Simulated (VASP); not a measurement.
# Al (P6_3/mmc) in VASP: notebook

The runs below take Al through single point, with PBE+D3(BJ).

Everything below comes from runs of VASP 6.6.1. Logs are shortened: lines on timing, memory, paths and dates and some standing lists are left out, and cuts for length are marked.

### Step 1. The cell of the first run

The structure is hexagonal, space group P6_3/mmc (No. 194). The conventional cell has a = 2.830 Å, b = 2.830 Å, c = 9.291 Å, α = 90.00°, β = 90.00°, γ = 120.00°. Within 3.7 Å of Al (site symmetry -3m) lie 12 Al at 2.83 to 2.84 Å. Within 3.7 Å of Al (site symmetry -6m2) lie 12 Al at 2.83 to 2.84 Å.

This isn't the form of Al at room conditions, which is fcc.

### Step 2. Single point, PBE+D3(BJ) (16.11 Å³/atom)

INCAR reads:

```
SYSTEM = Al
ALGO     = Normal         ! electronic algorithm
EDIFF    = 1E-7           ! SCF threshold, eV
ENCUT    = 520            ! plane-wave cutoff, eV
GGA      = PE             ! functional
ISIF     = 2              ! what is computed and relaxed
ISMEAR   = 0              ! smearing method
IVDW     = 12             ! dispersion correction
LASPH    = .True.         ! aspherical terms in the spheres
LCHARG   = .True.         ! write CHGCAR
LELF     = .True.         ! ELF
LREAL    = .False.        ! projectors in reciprocal space
LVHAR    = .True.       
LWAVE    = .False.        ! write WAVECAR
NBANDS   = 14             ! bands
NELM     = 100            ! most SCF steps
PREC     = Accurate       ! precision mode
SIGMA    = 0.15           ! smearing width, eV
```

KPOINTS reads:

```
k-points
0
Gamma
  18 18 6
  0 0 0
```

POSCAR reads:

```
Al
1.0
    2.8297230860      0.0000000000      0.0000000000
   -1.4148615430      2.4506120781      0.0000000000
    0.0000000000      0.0000000000      9.2908648450
Al
4
Direct
    0.0000000000      0.0000000000      0.0000000000
    0.3333333333      0.6666666667      0.2500000000
    0.0000000000      0.0000000000      0.5000000000
    0.6666666667      0.3333333333      0.7500000000
```

Potentials or basis: VASP PAW PBE potentials, release 64 (Al).

The run is started by

```
> cat potpaw_PBE.64/Al/POTCAR > POTCAR
> mpirun -np 1 vasp_std > vasp.out
```

OUTCAR:

```text
SYSTEM = Al
   EDIFF = 1E-7
   ENCUT = 520
   GGA = PE
   ISIF = 2
   ISMEAR = 0
   IVDW = 12
   LASPH = .True.
   LREAL = .False.
   NELM = 100
   PREC = Accurate
 IVDW          = 12

 ion  position               nearest neighbor table
   1  0.000  0.000  0.000-   2 2.84   4 2.84   2 2.84   4 2.84   4 2.84   2 2.84
   2  0.333  0.667  0.250-   1 2.84   3 2.84   1 2.84   3 2.84   1 2.84   3 2.84
   3  0.000  0.000  0.500-   2 2.84   4 2.84   2 2.84   4 2.84   4 2.84   2 2.84
   4  0.667  0.333  0.750-   1 2.84   3 2.84   1 2.84   3 2.84   1 2.84   3 2.84

  LATTYP: Found a hexagonal cell.
 ALAT       =     2.8297230860
 C/A-ratio  =     3.2833123817

  Lattice vectors:

 A1 = (   2.8297230860,   0.0000000000,   0.0000000000)
 A2 = (  -1.4148615430,   2.4506120781,   0.0000000000)
 A3 = (   0.0000000000,   0.0000000000,   9.2908648450)

Analysis of symmetry for initial positions (statically):
=====================================================================
 Subroutine PRICEL returns:
 Original cell was already a primitive cell.

 Routine SETGRP: Setting up the symmetry group for a
 hexagonal supercell.

 Subroutine GETGRP returns: Found 24 space group operations
 (whereof 12 operations were pure point group operations)
 out of a pool of 24 trial point group operations.

The static configuration has the point symmetry D_3d.
 The point group associated with its full space group is D_6h.

Analysis of symmetry for dynamics (positions and initial velocities):
=====================================================================
 Subroutine PRICEL returns:
 Original cell was already a primitive cell.

 Routine SETGRP: Setting up the symmetry group for a
 hexagonal supercell.

 Subroutine GETGRP returns: Found 24 space group operations
 (whereof 12 operations were pure point group operations)
 out of a pool of 24 trial point group operations.

The dynamic configuration has the point symmetry D_3d.
 The point group associated with its full space group is D_6h.

 Subroutine INISYM returns: Found 24 space group operations
 (whereof 12 operations are pure point group operations),
 and found     1 'primitive' translations

----------------------------------------------------------------------------------------

                                     Primitive cell

  volume of cell :      64.4280

  direct lattice vectors                    reciprocal lattice vectors
     2.829723086  0.000000000  0.000000000     0.353391470  0.204030660  0.000000000
    -1.414861543  2.450612078  0.000000000     0.000000000  0.408061320  0.000000000
     0.000000000  0.000000000  9.290864845     0.000000000  0.000000000  0.107632607

  length of vectors
     2.829723086  2.829723086  9.290864845     0.408061320  0.408061320  0.107632607

  position of ions in fractional coordinates (direct lattice)
     0.000000000  0.000000000  0.000000000
     0.333333333  0.666666667  0.250000000
     0.000000000  0.000000000  0.500000000
     0.666666667  0.333333333  0.750000000

  ion indices of the primitive-cell ions
   primitive index   ion index
                 1           1
                 2           2
                 3           3
                 4           4

----------------------------------------------------------------------------------------

 KPOINTS: k-points

Automatic generation of k-mesh.
 Grid dimensions read from file:
 generate k-points for:   18   18    6

 Generating k-lattice:

  Cartesian coordinates                     Fractional coordinates (reciprocal lattice)
     0.019632859  0.011335037  0.000000000     0.055555556 -0.000000000  0.000000000
     0.000000000  0.022670073  0.000000000     0.000000000  0.055555556  0.000000000
     0.000000000  0.000000000  0.017938768     0.000000000  0.000000000  0.166666667

  Length of vectors
     0.022670073  0.022670073  0.017938768

  Shift w.r.t. Gamma in fractional coordinates (k-lattice)
     0.000000000  0.000000000  0.000000000

 Subroutine IBZKPT returns following result:
 ===========================================

 Found    148 irreducible k-points:

 Following reciprocal coordinates:
            Coordinates               Weight
  0.000000  0.000000  0.000000      1.000000
  0.055556  0.000000  0.000000      6.000000
  0.111111  0.000000  0.000000      6.000000
  0.166667  0.000000  0.000000      6.000000
  0.222222  0.000000  0.000000      6.000000
  0.277778  0.000000  0.000000      6.000000
[... 16 lines left out ...]
  0.333333  0.111111  0.000000     12.000000
  0.388889  0.111111  0.000000     12.000000
 [... further k-points ...]
   k-points           NKPTS =    148   k-points in BZ     NKDIM =    148   number of bands    NBANDS=     14
   number of dos      NEDOS =    301   number of ions     NIONS =      4
   total plane-waves  NPLWV =  40320
   dimension x,y,z NGX =    24 NGY =   24 NGZ =   70
   dimension x,y,z NGXF=    48 NGYF=   48 NGZF=  140
   ions per type =               4
   NGX,Y,Z   is equivalent  to a cutoff of  14.10, 14.10, 12.53 a.u.
   NGXF,Y,Z  is equivalent  to a cutoff of  28.20, 28.20, 25.05 a.u.
 SYSTEM =  Al
   PREC   = accura    normal or accurate (medium, high low for compatibility)
   ISTART =      0    job   : 0-new  1-cont  2-samecut
   ICHARG =      2    charge: 1-file 2-atom 10-const
   ISPIN  =      1    spin polarized calculation?
   LNONCOLLINEAR =      F non collinear calculations
   LSORBIT =      F    spin-orbit coupling
   LASPH  =      T    aspherical Exc in radial PAW
   ENCUT  =  520.0 eV  38.22 Ry    6.18 a.u.   5.26  5.26 17.27*2*pi/ulx,y,z
   NELM   =    100;   NELMIN=  2; NELMDL= -5     # of ELM steps
   EDIFF  = 0.1E-06   stopping-criterion for ELM
   LREAL  =      F    real-space projection
   EDIFFG = 0.1E-05   stopping-criterion for IOM
   NSW    =      0    number of steps for IOM
   IBRION =     -1    ionic relax: 0-MD 1-quasi-New 2-CG
   NFREE  =      0    steps in history (QN), initial steepest desc. (CG)
   ISIF   =      2    stress and relaxation
   ISYM   =      2    0-nonsym 1-usesym 2-fastsym
   POTIM  = 0.5000    time-step for ionic-motion
   TEBEG  =    0.0;   TEEND  =   0.0 temperature during run
   PSTRESS=    0.0 pullay stress
   NELECT =      12.0000    total number of electrons
   NUPDOWN=      -1.0000    fix difference up-down
   EMIN   =  10.00;   EMAX   =-10.00  energy-range for DOS
   EFERMI =   0.00;   METHOD = LEGACY
   ISMEAR =     0;   SIGMA  =   0.15  broadening in eV -4-tet -1-fermi 0-gaus
   EFERMI_NEDOS =   21; number of points for ismear=-14 and -15
   IALGO  =     38    algorithm
   IMIX   =      4    mixing-type and parameters
     AMIX     =   0.40;   BMIX     =  1.00
     AMIX_MAG =   1.60;   BMIX_MAG =  1.00
  volume/ion in A,a.u.               =      16.11       108.70
  Fermi-wavevector in a.u.,A,eV,Ry     =   0.934926  1.766753 11.892659  0.874086
  Thomas-Fermi vector in A             =   2.061780
   LORBIT       =      0    0 simple, 1 ext, 2 COOP (PROOUT), +10 PAW based schemes
   GGA     = PE    functional components
   LHFCALC =     F    Hartree Fock is set to
   AEXX    =    0.0000 exact exchange contribution
   IVDW    =    12    specifies the selected vdW correction
   LEPSILON=     F    determine dielectric tensor
   LRPA    =     F    only Hartree local field effects (RPA)
 non-spin polarized calculation
 Gauss-broadening in eV      SIGMA  =   0.15
  energy-cutoff  :      520.00
  volume of cell :       64.43
 maximum number of plane-waves:      1756
 NGX is ok and might be reduce to    24
   NGX = 11   NGY = 11   NGZ = 35

 number of electron      12.0000000 magnetization

 Free energy of the ion-electron system (eV)
  ---------------------------------------------------
  ext. energy  EPLUGINS =         0.00000000
  ---------------------------------------------------
  free energy    TOTEN  =       -14.93079138 eV

  energy without entropy =      -14.91348218  energy(sigma->0) =      -14.92213678

 E-fermi :   8.2456     XC(G=0): -10.2850

 val. band max:        8.2015321669   @ k =   0.2778   0.2778   0.0000
 cond. band min:       8.2606574838   @ k =   0.3889   0.1667   0.1667
 fundamental gap:      0.0591253169
 Fermi energy:         8.2456148321

 k-point     1 :       0.0000    0.0000    0.0000
  band No.  band energies     occupation
      1      -3.0495      2.00000
      2      -1.3479      2.00000
      3      -1.3420      2.00000
      4       3.5363      2.00000
      5       3.7746      2.00000
      6      11.6388      0.00000
      7      11.6509      0.00000
      8      19.1903      0.00000
      9      19.1903      0.00000
     10      19.3504      0.00000
     11      19.3504      0.00000
     12      20.3083      0.00000
     13      20.3085      0.00000
     14      20.4735      0.00000

 k-point     2 :       0.0556    0.0000    0.0000
  band No.  band energies     occupation
      1      -2.9735      2.00000
      2      -1.2727      2.00000
      3      -1.2669      2.00000
      4       3.6067      2.00000
      5       3.8488      2.00000
      6      11.6997      0.00000
      7      11.7142      0.00000
      8      17.5472      0.00000
      9      18.1658      0.00000
     10      18.8984      0.00000
     11      18.9786      0.00000
     12      19.4761      0.00000
     13      19.5599      0.00000
     14      19.5888      0.00000
[... 343 lines left out ...]
      1       0.8494      2.00000
      2       2.5004      2.00000
      3       2.5008      2.00000
      4       5.9541      2.00000
      5       7.0713      2.00000
      6       7.3942      2.00000
      7       7.8708      1.99959
      8       8.1318      1.71673
      9      11.1131      0.00000
     10      12.2058      0.00000
     11      12.6266      0.00000
     12      12.8808      0.00000
     13      13.3246      0.00000
     14      15.4761      0.00000

 k-point    24 :       0.3889    0.1111    0.0000
  band No.  band energies     occupation
      1       1.9523      2.00000
      2       3.5697      2.00000
      3       3.5778      2.00000
      4       4.5478      2.00000
      5       6.2089      2.00000
      6       6.2353      2.00000
      7       8.3070      0.56278
      8       8.7267      0.00001
      9      10.6110      0.00000
     10      10.8317      0.00000
     11      11.8311      0.00000
     12      12.6369      0.00000
     13      12.8956      0.00000
     14      16.3122      0.00000

 [... further k-points ...]

------------------------ aborting loop because EDIFF is reached ----------------------------------------

 Edisp (eV)   -1.37933

 E8    (eV) :    -0.6170

  FORCE on cell =-STRESS in cart. coord.  units (eV):
  Direction    XX          YY          ZZ          XY          YZ          ZX
  --------------------------------------------------------------------------------------
  -------------------------------------------------------------------------------------
  Total      -0.56078    -0.56078    -0.51997     0.00000    -0.00000     0.00000
  in kB     -13.94525   -13.94525   -12.93046     0.00000    -0.00000     0.00000
  external pressure =      -13.61 kB  Pullay stress =        0.00 kB

 VOLUME and BASIS-vectors are now :
 -----------------------------------------------------------------------------
  energy-cutoff  :      520.00
  volume of cell :       64.43
      direct lattice vectors                 reciprocal lattice vectors
     2.829723086  0.000000000  0.000000000     0.353391470  0.204030660  0.000000000
    -1.414861543  2.450612078  0.000000000     0.000000000  0.408061320  0.000000000
     0.000000000  0.000000000  9.290864845     0.000000000  0.000000000  0.107632607

 POSITION                                       TOTAL-FORCE (eV/Angst)
 -----------------------------------------------------------------------------------
      0.00000      0.00000      0.00000        -0.000000      0.000000      0.000000
     -0.00000      1.63374      2.32272         0.000000     -0.000000     -0.000000
      0.00000      0.00000      4.64543        -0.000000      0.000000      0.000000
      1.41486      0.81687      6.96815        -0.000000      0.000000      0.000000
 -----------------------------------------------------------------------------------
    total drift:                               -0.000000      0.000000      0.000000

  FREE ENERGIE OF THE ION-ELECTRON SYSTEM (eV)
  ---------------------------------------------------
  free  energy   TOTEN  =       -16.3101220262 eV

  energy  without entropy=      -16.2928128275  energy(sigma->0) =      -16.30146743
```

Wall time 48 s (1 thread of Intel Xeon 6975P-C (Granite Rapids), shared host); peak memory 0.26 GiB.

What came out:

```
Free energy                : -16.3101 eV
Pressure                   : -1.4 GPa
Band gap on the k mesh     : zero (bands 6 and 7 overlap by 5.47 eV)
Dispersion energy per atom : -0.345 eV
```

Stress tensor (GPa, compression positive):
```
-1.39  0.00  0.00
 0.00 -1.39  0.00
 0.00  0.00 -1.29
```

### Step 3. Single point, PBE+D3(BJ) (16.11 Å³/atom)

INCAR reads:

```
SYSTEM = Al
PREC = Accurate
ENCUT = 520
EDIFF = 1E-6
ISMEAR = 0
SIGMA = 0.15
LREAL = .False.
LASPH = .True.
NELM = 80
ALGO = Fast
ISIF = 2
LWAVE = .False.
LCHARG = .False.
GGA = PE
IVDW = 12
NBANDS = 14
```

KPOINTS reads:

```
regular mesh
0
Gamma
  18 18 6
  0 0 0
```

POSCAR reads:

```
Al
1.0
    2.8601312105      0.0000000000      0.0000000000
   -1.4300656053      2.4769462865      0.0000000000
    0.0000000000      0.0000000000      9.0943592100
Al
4
Direct
    0.0000000000      0.0000000000      0.0000000000
    0.3333333333      0.6666666667      0.2500000000
    0.0000000000      0.0000000000      0.5000000000
    0.6666666667      0.3333333333      0.7500000000
```

Potentials or basis: VASP PAW PBE potentials, release 64 (Al).

The run is started by

```
> cat potpaw_PBE.64/Al/POTCAR > POTCAR
> mpirun -np 1 vasp_std > vasp.out
```

It took 45 s on 1 thread of Intel Xeon 6975P-C (Granite Rapids), shared host; peak memory 0.26 GiB.

It converged, with:

```yaml
Free_energy: -16.2964 eV
Pressure: -1.3 GPa
Band_gap_on_the_k_mesh: zero (bands 6 and 7 overlap by 5.94 eV)
Dispersion_energy_per_atom: -0.345 eV
```

Stress tensor (GPa, compression positive):
```
-2.30  0.00  0.00
 0.00 -2.30  0.00
 0.00  0.00  0.65
```

Levels at points of the mesh, in eV from the Fermi level:
| k point | band 3 | band 4 | band 5 | band 6 | band 7 | band 8 | band 9 | band 10 |
| --- | --- | --- | --- | --- | --- | --- | --- | --- |
| (0.00, 0.00, 0.00) | -9.52 | -4.54 | -4.08 | 4.00 | 4.01 | 10.43 | 10.43 | 10.64 |
| (0.50, 0.00, 0.00) | -4.03 | -3.94 | -3.43 | -3.32 | 0.85 | 1.31 | 1.60 | 1.89 |
| (0.00, 0.00, 0.50) | -7.33 | -7.33 | -0.50 | -0.50 | 9.05 | 9.05 | 10.76 | 10.76 |
| (0.50, 0.00, 0.50) | -4.93 | -4.93 | -1.86 | -1.86 | -1.18 | -1.18 | 4.90 | 4.90 |

The gap in the log of VASP goes by the Fermi energy; the results here count the filled bands.